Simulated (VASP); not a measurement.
# W4O in VASP: single point with PBE

Aim: the single point of W4O with PBE.

Program: VASP 6.6.1. These are calculated values, not measurements. Logs are shortened: lines on timing, memory, paths and dates and some standing lists are left out, and cuts for length are marked.

### 1 The cell of the first run

The cell holds a slab with vacuum, 5 atoms: a = 3.184 Å, b = 3.184 Å, c = 20.143 Å, α = 90.00°, β = 90.00°, γ = 90.00°.

### 2 Single point, PBE

Contents of INCAR:

```
SYSTEM = W4O
ALGO     = Normal         ! electronic algorithm
DIPOL    = 0.5 0.5 0.350
EDIFF    = 1E-6           ! SCF threshold, eV
ENCUT    = 520            ! plane-wave cutoff, eV
GGA      = PE             ! functional
IDIPOL   = 3            
ISIF     = 2              ! what is computed and relaxed
ISMEAR   = 0              ! smearing method
LASPH    = .TRUE.         ! aspherical terms in the spheres
LCHARG   = .TRUE.         ! write CHGCAR
LDIPOL   = .TRUE.       
LELF     = .TRUE.         ! ELF
LREAL    = .FALSE.        ! projectors in reciprocal space
LVACPOTAV= .TRUE.       
LVHAR    = .TRUE.       
LWAVE    = .FALSE.        ! write WAVECAR
NBANDS   = 39             ! bands
NELM     = 60             ! most SCF steps
PREC     = Accurate       ! precision mode
SIGMA    = 0.1            ! smearing width, eV
```

Contents of KPOINTS:

```
k-points
0
G
  8 8 1
  0 0 0
```

Contents of POSCAR:

```
W4O
1.0
    3.1836991688      0.0000000000      0.0000000000
    0.0000000000      3.1836991688      0.0000000000
    0.0000000000      0.0000000000     20.1425775749
W O
4 1
Direct
    0.5000000000      0.5000000000      0.1985843165
    0.0000000000      0.0000000000      0.2776134069
    0.5000000000      0.5000000000      0.3599451800
    0.0000000000      0.0000000000      0.4290700901
    0.0000000000      0.5000000000      0.4870977967
```

Potentials or basis: VASP PAW PBE potentials, release 64 (W_sv, O).

On the command line:

```bash
$ cat potpaw_PBE.64/W_sv/POTCAR potpaw_PBE.64/O/POTCAR > POTCAR
$ mpirun -np 1 vasp_std > vasp.out
```

OUTCAR:

```text
SYSTEM = W4O
   EDIFF = 1E-6
   ENCUT = 520
   GGA = PE
   ISIF = 2
   ISMEAR = 0
   LASPH = .TRUE.
   LREAL = .FALSE.
   NELM = 60
   PREC = Accurate

 ion  position               nearest neighbor table
   1  0.500  0.500  0.199-   2 2.76   2 2.76   2 2.76   2 2.76   3 3.25
   2  0.000  0.000  0.278-   1 2.76   1 2.76   1 2.76   1 2.76   3 2.80   3 2.80   3 2.80   3 2.80
                             4 3.05
   3  0.500  0.500  0.360-   4 2.65   4 2.65   4 2.65   4 2.65   2 2.80   2 2.80   2 2.80   2 2.80
                             1 3.25
   4  0.000  0.000  0.429-   5 1.97   5 1.97   3 2.65   3 2.65   3 2.65   3 2.65   2 3.05
   5  0.000  0.500  0.487-   4 1.97   4 1.97

  LATTYP: Found a simple tetragonal cell.
 ALAT       =     3.1836991688
 C/A-ratio  =     6.3267841925

  Lattice vectors:

 A1 = (   3.1836991688,   0.0000000000,   0.0000000000)
 A2 = (   0.0000000000,   3.1836991688,   0.0000000000)
 A3 = (   0.0000000000,   0.0000000000,  20.1425775749)

Analysis of symmetry for initial positions (statically):
=====================================================================
 Subroutine PRICEL returns:
 Original cell was already a primitive cell.

 Routine SETGRP: Setting up the symmetry group for a
 simple tetragonal supercell.

 Subroutine GETGRP returns: Found  4 space group operations
 (whereof  4 operations were pure point group operations)
 out of a pool of 16 trial point group operations.

The static configuration has the point symmetry C_2v.

Analysis of symmetry for dynamics (positions and initial velocities):
=====================================================================
 Subroutine PRICEL returns:
 Original cell was already a primitive cell.

 Routine SETGRP: Setting up the symmetry group for a
 simple tetragonal supercell.

 Subroutine GETGRP returns: Found  4 space group operations
 (whereof  4 operations were pure point group operations)
 out of a pool of 16 trial point group operations.

The dynamic configuration has the point symmetry C_2v.

 Subroutine INISYM returns: Found  4 space group operations
 (whereof  4 operations are pure point group operations),
 and found     1 'primitive' translations

----------------------------------------------------------------------------------------

                                     Primitive cell

  volume of cell :     204.1640

  direct lattice vectors                    reciprocal lattice vectors
     3.183699169  0.000000000  0.000000000     0.314100029  0.000000000  0.000000000
[... 94 lines left out ...]
   NSW    =      0    number of steps for IOM
   IBRION =     -1    ionic relax: 0-MD 1-quasi-New 2-CG
   NFREE  =      0    steps in history (QN), initial steepest desc. (CG)
   ISIF   =      2    stress and relaxation
   ISYM   =      2    0-nonsym 1-usesym 2-fastsym
   POTIM  = 0.5000    time-step for ionic-motion
   TEBEG  =    0.0;   TEEND  =   0.0 temperature during run
   PSTRESS=    0.0 pullay stress
   NELECT =      62.0000    total number of electrons
   NUPDOWN=      -1.0000    fix difference up-down
   EMIN   =  10.00;   EMAX   =-10.00  energy-range for DOS
   EFERMI =   0.00;   METHOD = LEGACY
   ISMEAR =     0;   SIGMA  =   0.10  broadening in eV -4-tet -1-fermi 0-gaus
   EFERMI_NEDOS =   21; number of points for ismear=-14 and -15
   IALGO  =     38    algorithm
   IMIX   =      4    mixing-type and parameters
     AMIX     =   0.40;   BMIX     =  1.00
     AMIX_MAG =   1.60;   BMIX_MAG =  1.00
  volume/ion in A,a.u.               =      40.83       275.55
  Fermi-wavevector in a.u.,A,eV,Ry     =   1.100388  2.079431 16.474654  1.210853
  Thomas-Fermi vector in A             =   2.236798
   LORBIT       =      0    0 simple, 1 ext, 2 COOP (PROOUT), +10 PAW based schemes
   GGA     = PE    functional components
   LHFCALC =     F    Hartree Fock is set to
   AEXX    =    0.0000 exact exchange contribution
   IVDW    =     0    specifies the selected vdW correction
   LEPSILON=     F    determine dielectric tensor
   LRPA    =     F    only Hartree local field effects (RPA)
 non-spin polarized calculation
 Gauss-broadening in eV      SIGMA  =   0.10
  energy-cutoff  :      520.00
  volume of cell :      204.16
 maximum number of plane-waves:      5576
   NGX = 11   NGY = 11   NGZ = 75

 dipolmoment           0.000000      0.000000     -0.009022 electrons x Angstroem

 number of electron      61.9999986 magnetization

 dipolmoment           0.000000      0.000000      0.114850 electrons x Angstroem

 Free energy of the ion-electron system (eV)
  ---------------------------------------------------
  ext. energy  EPLUGINS =         0.00000000
  ---------------------------------------------------
  free energy    TOTEN  =       -54.80259637 eV

  energy without entropy =      -54.78573205  energy(sigma->0) =      -54.79416421

 E-fermi :   0.2944     XC(G=0):  -5.6776

 val. band max:        0.2729184277   @ k =  -0.3750   0.5000   0.0000
 cond. band min:       0.3135120653   @ k =   0.5000   0.0000   0.0000
 fundamental gap:      0.0405936376
 Fermi energy:         0.2943778859

 k-point     1 :       0.0000    0.0000    0.0000
  band No.  band energies     occupation
      1     -73.8998      2.00000
      2     -73.6322      2.00000
      3     -73.5264      2.00000
      4     -73.2789      2.00000
      5     -38.2993      2.00000
      6     -38.2943      2.00000
[... 997 lines left out ...]
     38       3.7509      0.00000
     39       3.8548      0.00000

 [... further k-points ...]
[... 5 lines left out ...]
  --------------------------------------------------------------------------------------
  -------------------------------------------------------------------------------------
  Total       -0.6426134     -6.6027419      0.8494584      0.0000000      0.0000000      0.0000000
  in kB       -5.0429106    -51.8150366      6.6661274      0.0000000      0.0000000      0.0000000
  external PRESSURE =     -16.7306066 kB  Pullay stress =       0.0000000 kB

 VOLUME and BASIS-vectors are now :
 -----------------------------------------------------------------------------
  energy-cutoff  :      520.00
  volume of cell :      204.16
      direct lattice vectors                 reciprocal lattice vectors
     3.183699169  0.000000000  0.000000000     0.314100029  0.000000000  0.000000000
     0.000000000  3.183699169  0.000000000     0.000000000  0.314100029  0.000000000
     0.000000000  0.000000000 20.142577575     0.000000000  0.000000000  0.049646079

 POSITION                                       TOTAL-FORCE (eV/Angst)
 -----------------------------------------------------------------------------------
      1.59185      1.59185      4.00000         0.000000      0.000000      2.122764
      0.00000      0.00000      5.59185         0.000000      0.000000     -1.778836
      1.59185      1.59185      7.25022         0.000000      0.000000     -3.689006
      0.00000      0.00000      8.64258         0.000000      0.000000      3.169676
      0.00000      1.59185      9.81141         0.000000      0.000000      0.175403
 -----------------------------------------------------------------------------------
    total drift:                                0.000000     -0.000000      0.000256

  FREE ENERGIE OF THE ION-ELECTRON SYSTEM (eV)
  ---------------------------------------------------
  free  energy   TOTEN  =       -54.8025963679 eV

  energy  without entropy=      -54.7857320518  energy(sigma->0) =      -54.79416421

 vacuum level on the upper side and lower side of the slab         6.515         4.464
```

OSZICAR:

```text
N       E                     dE             d eps       ncg     rms          rms(c)
DAV:   1     0.735150652607E+03    0.73515E+03   -0.38333E+04  2350   0.151E+03
DAV:   2    -0.237259983262E+02   -0.75888E+03   -0.74197E+03  2319   0.466E+02
DAV:   3    -0.593362003174E+02   -0.35610E+02   -0.34339E+02  2341   0.103E+02
[... 22 lines left out ...]
DAV:  26    -0.548025824866E+02   -0.10011E-04   -0.62684E-07  1408   0.473E-03    0.241E-03
DAV:  27    -0.548025906943E+02   -0.82077E-05   -0.49281E-07  1331   0.373E-03    0.243E-03
DAV:  28    -0.548025937376E+02   -0.30433E-05   -0.39464E-07  1295   0.371E-03    0.767E-04
DAV:  29    -0.548025956050E+02   -0.18674E-05   -0.24885E-07  1222   0.199E-03    0.549E-04
DAV:  30    -0.548025963679E+02   -0.76290E-06   -0.65905E-08  1171   0.107E-03
   1 F= -.54802596E+02 E0= -.54794164E+02  d E =-.168643E-01
```

Run time: 2.4 min. Hardware: 1 thread of Intel Xeon 6975P-C (Granite Rapids), shared host; peak memory 0.36 GiB.

What came out:

```
Free energy            : -54.8026 eV
Largest force          : 3.689 eV/Å
Band gap on the k mesh : zero (bands 31 and 32 overlap by 1.77 eV)
```

Forces in eV/Å, atoms in the order of the input:
```
W    0.000  0.000  2.123
W    0.000  0.000 -1.779
W    0.000  0.000 -3.689
W    0.000  0.000  3.170
O    0.000  0.000  0.175
```

Caveat: spin-orbit coupling is left out, which moves the levels of the heavy elements.
